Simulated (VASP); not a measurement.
Crystal: Te.

```
CELL_PARAMETERS angstrom
2.32118 1.34013 1.70215
-2.32118 1.34013 1.70215
0.00000 -2.68026 1.70215
ATOMIC_POSITIONS crystal
Te 0.50000 0.50000 0.50000
```

This cell differs from its parent crystal: volume scaled by 1.02.

Base run:

```yaml
Program: VASP 6.6.1
Functional: PBEsol
Potentials_or_basis: VASP PAW PBE potentials, release 64 (Te)
Cutoff: 520 eV
k_mesh: 9 × 9 × 9
Occupations: fermi-dirac, width 0.05 eV
Spin: no spin polarisation
```

Its results: band gap on the k mesh zero (band 3 reaches 9.03 eV, above the bottom of band 4 at 4.25 eV); pressure -1.1 GPa.

The run is repeated on the same cell with these changes: functional from PBEsol to r2SCAN. What comes out?

Band gap on the k mesh zero (band 3 reaches 9.17 eV, above the bottom of band 4 at 4.06 eV); pressure 0.9 GPa.

Caveats: the PAW data sets were made with another functional, which shifts forces and pressure a little; spin-orbit coupling is left out, which moves the levels of the heavy elements.
